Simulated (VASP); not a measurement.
# CdTe (F-43m) in VASP: further runs

The runs below take CdTe through single point, with PBE+D3(BJ), BLYP.

Everything below comes from runs of VASP 6.6.1. Logs are shortened: lines on timing, memory, paths and dates and some standing lists are left out, and cuts for length are marked.

## Step 1: The cell of the first run

Symmetry: F-43m, No. 216, cubic system. The conventional cell has a = 6.367 Å, b = 6.367 Å, c = 6.367 Å, α = 90.00°, β = 90.00°, γ = 90.00°. Te (site symmetry -43m) has 4 Cd at 2.76 Å within 3.6 Å. Within 3.6 Å of Cd (site symmetry -43m) lie 4 Te at 2.76 Å.

## Step 2: Single point, PBE+D3(BJ)

INCAR reads:

```
  PREC = Accurate
  ENCUT = 520
  EDIFF = 1E-7
  ISMEAR = -1
  SIGMA = 0.05
  LREAL = F
  LASPH = T
  NELM = 60
  ALGO = Normal
  ISIF = 2
  LWAVE = F
  LCHARG = F
  GGA = PE
  IVDW = 12
  NBANDS = 16
```

KPOINTS reads:

```
Automatic mesh
0
Gamma
  7 7 7
```

POSCAR reads:

```
CdTe
1.0
    0.0000000000      3.1834892848      3.1834892848
    3.1834892848      0.0000000000      3.1834892848
    3.1834892848      3.1834892848      0.0000000000
Te Cd
1 1
Direct
    0.7500000000      0.7500000000      0.7500000000
    0.0000000000      0.0000000000      0.0000000000
```

Potentials or basis: VASP PAW PBE potentials, release 64 (Te, Cd).

On the command line:

```
cat potpaw_PBE.64/Te/POTCAR potpaw_PBE.64/Cd/POTCAR > POTCAR
mpirun -np 1 vasp_std > vasp.out
```

OUTCAR:

```text
PREC = Accurate
   ENCUT = 520
   EDIFF = 1E-7
   ISMEAR = -1
   LREAL = F
   LASPH = T
   NELM = 60
   ISIF = 2
   GGA = PE
   IVDW = 12
 IVDW          = 12

 ion  position               nearest neighbor table
   1  0.750  0.750  0.750-   2 2.76   2 2.76   2 2.76   2 2.76
   2  0.000  0.000  0.000-   1 2.76   1 2.76   1 2.76   1 2.76

  LATTYP: Found a face centered cubic cell.
 ALAT       =     6.3669785696

  Lattice vectors:

 A1 = (   0.0000000000,   3.1834892848,   3.1834892848)
 A2 = (   3.1834892848,   0.0000000000,   3.1834892848)
 A3 = (   3.1834892848,   3.1834892848,   0.0000000000)

Analysis of symmetry for initial positions (statically):
=====================================================================
 Subroutine PRICEL returns:
 Original cell was already a primitive cell.

 Routine SETGRP: Setting up the symmetry group for a
 face centered cubic supercell.

 Subroutine GETGRP returns: Found 24 space group operations
 (whereof 24 operations were pure point group operations)
 out of a pool of 48 trial point group operations.

The static configuration has the point symmetry T_d .

Analysis of symmetry for dynamics (positions and initial velocities):
=====================================================================
 Subroutine PRICEL returns:
 Original cell was already a primitive cell.

 Routine SETGRP: Setting up the symmetry group for a
 face centered cubic supercell.

 Subroutine GETGRP returns: Found 24 space group operations
 (whereof 24 operations were pure point group operations)
 out of a pool of 48 trial point group operations.

The dynamic configuration has the point symmetry T_d .

 Subroutine INISYM returns: Found 24 space group operations
 (whereof 24 operations are pure point group operations),
 and found     1 'primitive' translations

----------------------------------------------------------------------------------------

                                     Primitive cell

  volume of cell :      64.5268

  direct lattice vectors                    reciprocal lattice vectors
     0.000000000  3.183489285  3.183489285    -0.157060368  0.157060368  0.157060368
     3.183489285  0.000000000  3.183489285     0.157060368 -0.157060368  0.157060368
     3.183489285  3.183489285  0.000000000     0.157060368  0.157060368 -0.157060368

  length of vectors
[... 75 lines left out ...]
   ENCUT  =  520.0 eV  38.22 Ry    6.18 a.u.   8.37  8.37  8.37*2*pi/ulx,y,z
   NELM   =     60;   NELMIN=  2; NELMDL= -5     # of ELM steps
   EDIFF  = 0.1E-06   stopping-criterion for ELM
   LREAL  =      F    real-space projection
   EDIFFG = 0.1E-05   stopping-criterion for IOM
   NSW    =      0    number of steps for IOM
   IBRION =     -1    ionic relax: 0-MD 1-quasi-New 2-CG
   NFREE  =      0    steps in history (QN), initial steepest desc. (CG)
   ISIF   =      2    stress and relaxation
   ISYM   =      2    0-nonsym 1-usesym 2-fastsym
   POTIM  = 0.5000    time-step for ionic-motion
   TEBEG  =    0.0;   TEEND  =   0.0 temperature during run
   PSTRESS=    0.0 pullay stress
   NELECT =      18.0000    total number of electrons
   NUPDOWN=      -1.0000    fix difference up-down
   EMIN   =  10.00;   EMAX   =-10.00  energy-range for DOS
   EFERMI =   0.00;   METHOD = LEGACY
   ISMEAR =    -1;   SIGMA  =   0.05  broadening in eV -4-tet -1-fermi 0-gaus
   EFERMI_NEDOS =   21; number of points for ismear=-14 and -15
   IALGO  =     38    algorithm
   IMIX   =      4    mixing-type and parameters
     AMIX     =   0.40;   BMIX     =  1.00
     AMIX_MAG =   1.60;   BMIX_MAG =  1.00
  volume/ion in A,a.u.               =      32.26       217.72
  Fermi-wavevector in a.u.,A,eV,Ry     =   1.069676  2.021395 15.567880  1.144207
  Thomas-Fermi vector in A             =   2.205363
   LORBIT       =      0    0 simple, 1 ext, 2 COOP (PROOUT), +10 PAW based schemes
   GGA     = PE    functional components
   LHFCALC =     F    Hartree Fock is set to
   AEXX    =    0.0000 exact exchange contribution
   IVDW    =    12    specifies the selected vdW correction
   LEPSILON=     F    determine dielectric tensor
   LRPA    =     F    only Hartree local field effects (RPA)
 non-spin polarized calculation
  energy-cutoff  :      520.00
  volume of cell :       64.53
 maximum number of plane-waves:      1807
 NGX is ok and might be reduce to    36
   NGX = 17   NGY = 17   NGZ = 17

 number of electron      18.0000001 magnetization

 Free energy of the ion-electron system (eV)
  ---------------------------------------------------
  ext. energy  EPLUGINS =         0.00000000
  ---------------------------------------------------
  free energy    TOTEN  =        -4.68442242 eV

  energy without entropy =       -4.68442144  energy(sigma->0) =       -4.68442193

 E-fermi :   3.3488     XC(G=0):  -8.8226

 val. band max:        2.8504912271   @ k =   0.0000   0.0000   0.0000
 cond. band min:       3.7864142338   @ k =   0.0000   0.0000   0.0000
 fundamental gap:      0.9359230067
 Fermi energy:         3.3488065518

 k-point     1 :       0.0000    0.0000    0.0000
  band No.  band energies     occupation
      1      -8.6434      2.00000
      2      -5.6375      2.00000
      3      -5.6375      2.00000
      4      -5.6375      2.00000
      5      -5.3353      2.00000
      6      -5.3353      2.00000
[... 357 lines left out ...]
      3      -5.4879      2.00000
      4      -5.3728      2.00000
      5      -5.3327      2.00000
      6      -4.7069      2.00000
[... 8 lines left out ...]
     15      13.1544      0.00000
     16      15.1172      0.00000

------------------------ aborting loop because EDIFF is reached ----------------------------------------

 Edisp (eV)   -0.72747

 E8    (eV) :    -0.3278

  FORCE on cell =-STRESS in cart. coord.  units (eV):
  Direction    XX          YY          ZZ          XY          YZ          ZX
  --------------------------------------------------------------------------------------
  -------------------------------------------------------------------------------------
  Total       1.39577     1.39577     1.39577     0.00000     0.00000     0.00000
  in kB      34.65648    34.65648    34.65648     0.00000     0.00000     0.00000
  external pressure =       34.66 kB  Pullay stress =        0.00 kB

 VOLUME and BASIS-vectors are now :
 -----------------------------------------------------------------------------
  energy-cutoff  :      520.00
  volume of cell :       64.53
      direct lattice vectors                 reciprocal lattice vectors
     0.000000000  3.183489285  3.183489285    -0.157060368  0.157060368  0.157060368
     3.183489285  0.000000000  3.183489285     0.157060368 -0.157060368  0.157060368
     3.183489285  3.183489285  0.000000000     0.157060368  0.157060368 -0.157060368

 POSITION                                       TOTAL-FORCE (eV/Angst)
 -----------------------------------------------------------------------------------
      4.77523      4.77523      4.77523         0.000000      0.000000      0.000000
      0.00000      0.00000      0.00000        -0.000000     -0.000000     -0.000000
 -----------------------------------------------------------------------------------
    total drift:                                0.000000      0.000000      0.000000

  FREE ENERGIE OF THE ION-ELECTRON SYSTEM (eV)
  ---------------------------------------------------
  free  energy   TOTEN  =        -5.4118970334 eV

  energy  without entropy=       -5.4118960576  energy(sigma->0) =       -5.41189655
```

OSZICAR:

```text
N       E                     dE             d eps       ncg     rms          rms(c)
DAV:   1     0.101887585256E+03    0.10189E+03   -0.84213E+03   648   0.989E+02
DAV:   2    -0.139402904479E+01   -0.10328E+03   -0.98636E+02   808   0.240E+02
DAV:   3    -0.488022876123E+01   -0.34862E+01   -0.34824E+01   744   0.456E+01
DAV:   4    -0.491227363869E+01   -0.32045E-01   -0.32044E-01   976   0.382E+00
DAV:   5    -0.491233985062E+01   -0.66212E-04   -0.66212E-04   792   0.166E-01    0.630E+00
DAV:   6    -0.469938629591E+01    0.21295E+00   -0.36761E-01   752   0.767E+00    0.503E+00
DAV:   7    -0.468325956493E+01    0.16127E-01   -0.11592E-01   720   0.225E+00    0.183E+00
DAV:   8    -0.468404115058E+01   -0.78159E-03   -0.11955E-02   728   0.128E+00    0.510E-01
DAV:   9    -0.468432935195E+01   -0.28820E-03   -0.95690E-04   760   0.341E-01    0.128E-01
DAV:  10    -0.468438817294E+01   -0.58821E-04   -0.11669E-04   800   0.102E-01    0.561E-02
DAV:  11    -0.468442318113E+01   -0.35008E-04   -0.65574E-05   728   0.586E-02    0.299E-02
DAV:  12    -0.468442220295E+01    0.97819E-06   -0.28453E-06   776   0.169E-02    0.173E-02
DAV:  13    -0.468442248101E+01   -0.27806E-06   -0.48183E-06   720   0.132E-02    0.174E-02
DAV:  14    -0.468442242046E+01    0.60554E-07   -0.74901E-07   792   0.631E-03
   1 F= -.54118970E+01 E0= -.54118965E+01  d E =-.975770E-06
```

stdout:

```text
POSCAR found type information on POSCAR TeCd
 POSCAR found :  2 types and       2 ions
 scaLAPACK will be used
 LDA part: xc-table for (Slater+PW92), standard interpolation
 POSCAR, INCAR and KPOINTS ok, starting setup
 FFT: planning ... GRIDC
 FFT: planning ... GRID_SOFT
 FFT: planning ... GRID
 WAVECAR not read
 entering main loop
```

Wall time 41 s (1 thread of AMD EPYC 7R43 (Zen 3), shared host); peak memory 0.18 GiB.

Results:

- Free energy: -5.4119 eV
- Pressure: 3.5 GPa
- Band gap on the k mesh: 0.94 eV
- Dispersion energy per atom: -0.364 eV

Levels at points of the mesh, in eV from the valence-band top:
```
           k point  band 5  band 6  band 7  band 8  band 9  band 10  band 11  band 12  band 13  band 14
(0.00, 0.00, 0.00)   -8.19   -8.19    0.00    0.00    0.00     0.94     4.56     4.56     4.56     7.53
```

Caveat: the cell stands under pressure; spin-orbit coupling is left out, which moves the levels of the heavy elements.

(Part 1 of 2 ends here.)
